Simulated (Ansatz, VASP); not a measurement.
## Al in VASP and in Ansatz

Contents of INCAR:

```
  PREC = Accurate
  ENCUT = 520
  EDIFF = 1E-7
  ISMEAR = -1
  SIGMA = 0.08
  LREAL = F
  LASPH = T
  NELM = 60
  ALGO = Normal
  ISIF = 2
  LWAVE = F
  LCHARG = F
  GGA = PE
  NBANDS = 10
```

The input KPOINTS:

```
regular mesh
0
Gamma
  15 15 8
```

The input POSCAR:

```
Al
1.0
    2.7086754360      0.0000000000      0.0000000000
   -1.3543377180      2.3457817382      0.0000000000
    0.0000000000      0.0000000000      4.4555243435
Al
2
Direct
    0.3333333333      0.6666666667      0.2500000000
    0.6666666667      0.3333333333      0.7500000000
```

Input for Ansatz:

```yaml
crystal:
  lattice:
    - [2.708675436, 0.0, 0.0]
    - [-1.354337718, 2.3457817382, 0.0]
    - [0.0, 0.0, 4.4555243435]
  atoms:
    - { symbol: Al, position: [0.3333333333, 0.6666666667, 0.25] }
    - { symbol: Al, position: [0.6666666667, 0.3333333333, 0.75] }
kpoints:
  mp_grid: { grid: [15, 15, 8] }
scf:
  occupations: { method: fermi_dirac, width: 0.08 }
hamiltonian:
  xc: pbe
  pseudopotentials: { kind: all_electron, lapw: { basis_error: 0.001 } }
output:
  forces: true
  stress: true
  eigenvalues: true
  populations: true
```

Change from the starting cell: volume scaled by 0.85, LAPW.

Alike in both runs: task single point; functional PBE; k mesh 15 × 15 × 8; occupations fermi-dirac, width 0.08 eV; no spin polarisation.

|  | VASP | Ansatz |
| --- | --- | --- |
| version | VASP 6.6.1 | Ansatz 0.2.0 |
| potentials or method | VASP PAW PBE potentials, release 64 (Al), cutoff 520 eV | all-electron LAPW, scalar-relativistic |

Ansatz gave:

```
pressure (GPa) : 17.2
```

Question: Estimate VASP's values.

Answer: Pressure (GPa): 17.3.

Ansatz ran all-electron here, and VASP with PAW potentials.
